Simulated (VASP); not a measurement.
# W8C8Br: single point with LDA

Slab: W8C8Br, a slab with vacuum.

```
W C Br
1.0
     5.75134    0.00000    0.00000
    -2.87567    4.98081    0.00000
     0.00000    0.00000   15.22571
W C Br
8 8 1
Direct
  0.00000 0.00000 0.06568
  0.99894 0.00024 0.25114
  0.00000 0.50000 0.06568
  0.00048 0.50098 0.25157
  0.50000 0.00000 0.06568
  0.50129 0.00023 0.25114
  0.50000 0.50000 0.06568
  0.50149 0.50301 0.25098
  0.33362 0.16724 0.15242
  0.33437 0.16874 0.33295
  0.33264 0.66667 0.15061
  0.33685 0.66934 0.32412
  0.83391 0.16781 0.15065
  0.83228 0.16458 0.32419
  0.83403 0.66667 0.15061
  0.83246 0.66934 0.32413
  0.33853 0.17706 0.45428
```

```
Program             : VASP 6.6.1
Task                : single point
Functional          : LDA
Potentials or basis : VASP PAW LDA potentials, release 64 (W_sv, C, Br)
Cutoff              : 520 eV
k mesh              : 2 × 2 × 1
Occupations         : fermi-dirac, width 0.1 eV
Spin                : no spin polarisation
```

The largest force is 0.282 eV/Å.

Forces in eV/Å, atoms in the order of the input:
```
W    0.095  0.080 -0.045
W    0.023  0.012 -0.046
W    0.000  0.010 -0.282
W    0.000 -0.006 -0.060
W   -0.095  0.080 -0.046
W   -0.025  0.014 -0.045
W    0.000 -0.089 -0.066
W    0.001 -0.049 -0.046
C    0.000  0.000 -0.001
C    0.000 -0.005  0.043
C   -0.002  0.003  0.004
C   -0.003  0.001  0.179
C    0.000 -0.001  0.006
C    0.000  0.004  0.178
C    0.001  0.003  0.003
C    0.004  0.001  0.179
Br   0.000 -0.058  0.043
```

Levels at points of the mesh, in eV from the Fermi level:
```csv
k point,band 72,band 73,band 74,band 75,band 76,band 77,band 78,band 79,band 80,band 81
"(0.00, 0.00, 0.00)",-0.79,0.10,0.11,0.19,0.19,0.24,1.16,1.49,1.51,2.10
"(0.50, 0.00, 0.00)",-1.28,-1.08,-0.88,-0.41,-0.29,0.02,0.71,1.00,1.14,1.28
"(0.00, 0.50, 0.00)",-1.28,-1.09,-0.87,-0.41,-0.27,0.01,0.69,0.99,1.13,1.28
"(0.50, 0.50, 0.00)",-1.28,-1.08,-0.88,-0.41,-0.29,0.02,0.71,1.00,1.14,1.28
```

Run time: 11 min on 1 thread of Intel Xeon 6975P-C, with other jobs on the host, peak memory 0.48 GiB.

Caveat: the k points lie up to 0.63 Å⁻¹ apart; spin-orbit coupling is left out, which moves the levels of the heavy elements; an odd number of electrons without spin polarisation forces a metal; a magnetic or distorted state may lie lower.
